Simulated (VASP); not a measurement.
The system is ZrB2.

```xyz
6
Lattice="-2.6537 2.6537 2.2089 2.6537 -2.6537 2.2089 2.6537 2.6537 -2.2089" Properties=species:S:1:pos:R:3 pbc="T T T"
Zr    0.0000    0.0000    1.1045
Zr    0.0000    0.0000    3.3134
B     0.8863    3.5400    0.0000
B     1.7673    0.8863    0.0000
B     1.7673   -0.8863    2.2089
B     0.8863    1.7673    2.2089
```

| Item | Value |
| --- | --- |
| Program | VASP 6.6.1 |
| Task | relaxation of cell and atoms |
| Functional | PBE |
| Potentials or basis | VASP PAW PBE potentials, release 64 (Zr_sv, B) |
| Cutoff | 600 eV |
| k mesh | 6 × 6 × 6 |
| Occupations | gaussian, width 0.1 eV |
| Spin | no spin polarisation |

At the start: pressure 71.7 GPa; volume 10.37 Å³/atom.

Where does the relaxation end?

Over 35 steps the energy falls by 1927.9 meV/atom and the volume is 12.35 Å³/atom (+19.1 %); space group I4/mcm (No. 140, to 0.1 Å) before, P4/mmm (No. 123, to 0.1 Å).

Step by step:
```tsv
step	energy change (eV)	largest force (eV/Å)	pressure (GPa)	volume (Å³)
1	0.0000	0.8586	71.74	62.22
2	-3.8655	0.9726	-18.95	113.34
3	-5.2242	0.4405	-3.09	89.84
4	-5.2268	0.5134	-5.40	91.99
5	-6.9446	0.5303	-7.48	90.50
6	-10.4171	0.4866	-12.89	79.55
7	-10.5576	0.4545	-12.16	76.86
8	-10.5056	0.4727	-12.67	78.62
9	-10.1288	0.0826	28.36	61.72
10	-10.8396	0.3279	-0.09	71.28
11	-10.8403	0.3207	0.56	70.98
12	-10.8402	0.3170	0.88	70.83
13	-10.8714	0.3703	0.75	70.92
14	-10.9752	0.5037	0.42	71.16
15	-11.1471	0.5115	-0.70	71.62
16	-10.8755	0.1249	-5.26	72.34
17	-11.1643	0.4518	-1.34	71.77
18	-11.1698	0.4455	-1.31	71.77
19	-11.1858	0.4260	-1.26	71.78
20	-11.2150	0.3833	-1.14	71.80
21	-11.2603	0.2813	-1.00	71.83
22	-11.2867	0.0257	-1.06	71.89
23	-11.3383	0.0135	-0.32	71.81
24	-11.4545	0.0208	2.01	71.54
25	-11.5008	0.0829	7.06	70.91
26	-11.5134	0.0657	5.48	71.10
27	-11.5435	0.0733	3.35	72.12
28	-11.5630	0.0886	-0.64	74.19
29	-11.5635	0.0865	-0.10	73.90
30	-11.5641	0.0824	-0.03	73.89
31	-11.5654	0.0701	0.19	73.88
32	-11.5653	0.0456	0.64	73.85
33	-11.5658	0.0590	0.40	73.87
34	-11.5663	0.0539	0.28	73.93
35	-11.5674	0.0387	-0.15	74.11
```

Final structure:
```xyz
6
Lattice="-2.2346 2.2346 3.7105 2.2346 -2.2346 3.7105 2.2346 2.2346 -3.7105" Properties=species:S:1:pos:R:3 pbc="T T T"
Zr    0.0000    0.0000    1.8552
Zr    0.0000    0.0000    5.5657
B    -1.1080    1.1266    3.7105
B     1.1080    1.1266    0.0000
B     3.3426    1.1080    0.0000
B     1.1266    1.1080    3.7105
```

Caveat: the volume moved by over 15 % at a fixed basis, so the end points are rough.
